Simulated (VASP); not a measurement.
Set up this calculation in VASP 6.6.1, as the native input.

```
Task                   : single point
Functional             : PBE
Potentials or basis    : VASP PAW PBE potentials, release 64 (K_sv, In_d, Br)
Cutoff                 : 500 eV
k mesh                 : 4 × 4 × 6
Occupations            : methfessel-paxton, width 0.0961 eV
Spin                   : no spin polarisation
Dipole correction      : no
Further INCAR settings : ALGO = Normal; EDIFF = 1e-06; NBANDS = 43
```

The structure of K2InBr5 lies in POSCAR:

```
K2InBr5
1.0
    7.1452530000      0.0000000000      0.0000000000
    0.0000000000      7.1452530000      0.0000000000
    0.0000000000      0.0000000000      4.4308950000
K In Br
2 1 5
Direct
    0.0000000000      0.5000000000      0.5000000000
    0.5000000000      0.0000000000      0.5000000000
    0.0000000000      0.0000000000      0.0000000000
    0.0000000000      0.0000000000      0.5000000000
    0.2190000000      0.2190000000      0.0000000000
    0.7810000000      0.2190000000      0.0000000000
    0.7810000000      0.7810000000      0.0000000000
    0.2190000000      0.7810000000      0.0000000000
```

One way to write it, as run:

INCAR

```
PREC     = Accurate       # precision mode
ENCUT    = 500            # plane-wave cutoff, eV
EDIFF    = 1E-6           # SCF threshold, eV
ISMEAR   = 1              # smearing method
SIGMA    = 0.0961         # smearing width, eV
LREAL    = F              # projectors in reciprocal space
LASPH    = T              # aspherical terms in the spheres
NELM     = 120            # most SCF steps
ALGO     = Normal         # electronic algorithm
ISIF     = 2              # what is computed and relaxed
LWAVE    = F              # write WAVECAR
LCHARG   = T              # write CHGCAR
GGA      = PE             # functional
LELF     = T              # ELF
LVHAR    = T            
NBANDS   = 43             # bands
GGA_COMPAT= F
```

KPOINTS

```
regular mesh
0
Gamma
  4 4 6
```

Potentials or basis: VASP PAW PBE potentials, release 64 (K_sv, In_d, Br).

Command:

```bash
$ cat potpaw_PBE.64/K_sv/POTCAR potpaw_PBE.64/In_d/POTCAR potpaw_PBE.64/Br/POTCAR > POTCAR
$ mpirun -np 1 vasp_std > vasp.out
```

Results of the run:

```yaml
Pressure: 31.7 GPa
Largest_force: 9.573 eV/Å
Band_gap_on_the_k_mesh: 3.38 eV (least direct gap 3.60 eV)
```

Caveat: the cell stands under pressure; spin-orbit coupling is left out, which moves the levels of the heavy elements; forces of over 1 eV/Å act on the atoms, so gaps and moduli don't describe the material at rest.

Wall time 7.9 min on 1 thread of Intel Xeon 8259CL, with other jobs on the host, peak memory 0.42 GiB.
